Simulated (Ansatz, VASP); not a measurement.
## Two plane-wave programs on TiCo3

INCAR

```
SYSTEM = TiCo3
  PREC = Accurate
  ENCUT = 520
  EDIFF = 1E-6
  ISMEAR = 0
  SIGMA = 0.1
  LREAL = .False.
  LASPH = .True.
  NELM = 150
  ALGO = Normal
  ISIF = 2
  LWAVE = .False.
  LCHARG = .False.
  ISPIN = 2
  MAGMOM = 0 0.3 0.3 0.3
  LORBIT = 11
  LMAXMIX = 4
  GGA = PS
  NBANDS = 32
```

KPOINTS

```
Automatic mesh
0
Gamma
  12 12 12
  0 0 0
```

POSCAR

```
TiCo3
1.0
    3.6422886693      0.0000000000      0.0000000000
    0.0000000000      3.6422886693      0.0000000000
    0.0000000000      0.0000000000      3.6422886693
Ti Co
1 3
Direct
    0.0000000000      0.0000000000      0.0000000000
    0.0000000000      0.5000000000      0.5000000000
    0.5000000000      0.0000000000      0.5000000000
    0.5000000000      0.5000000000      0.0000000000
```

Input for Ansatz:

```yaml
crystal:
  lattice:
    - [3.6422886693, 0.0, 0.0]
    - [0.0, 3.6422886693, 0.0]
    - [0.0, 0.0, 3.6422886693]
  atoms:
    - { symbol: Ti, position: [0.0, 0.0, 0.0] }
    - { symbol: Co, position: [0.0, 0.5, 0.5], spin: 0.3 }
    - { symbol: Co, position: [0.5, 0.0, 0.5], spin: 0.3 }
    - { symbol: Co, position: [0.5, 0.5, 0.0], spin: 0.3 }
basis:
  ecutwfc: 420
kpoints:
  mp_grid: { grid: [12, 12, 12] }
hamiltonian:
  xc: pbesol
scf:
  occupations: { method: gaussian, width: 0.1 }
output:
  forces: true
  stress: true
  eigenvalues: true
  populations: true
magnetization:
  spin_polarized: true
```

Alike in both runs: task single point; functional PBEsol; k mesh 12 × 12 × 12; occupations gaussian, width 0.1 eV; collinear spin.

|  | VASP | Ansatz |
| --- | --- | --- |
| version | VASP 6.6.1 | Ansatz 0.2.0 |
| potentials or method | VASP PAW PBE potentials, release 64 (Ti_sv, Co), cutoff 520 eV | scalar-relativistic, plane waves, PAW |
| valence electrons in the cell | 39 | 63 |

Ansatz gave:

| Item | Value |
| --- | --- |
| gap on the k mesh at the Fermi level (eV) | none |
| pressure (GPa) | -14.1 |
| net moment per atom (μB) | 0.68 |
| size of the moment on the site where the two differ most (μB) | 1.12 |

Q: What did VASP give for the same quantities?

A: gap on the k mesh at the Fermi level (eV): none; pressure (GPa): -19.1; net moment per atom (μB): 0.00; size of the moment on the site where the two differ most (μB): 0.00.

The net moments are unlike, so the other rows may belong to different states. VASP's potentials were made for PBE, not for PBEsol. Site moments also hang on the region over which each program counts them. A gap of «none» marks a metal or a gap that the smearing closes. VASP's potentials hold 39 valence electrons a cell and Ansatz's 63, so a difference there can come from the potentials and not from the codes.
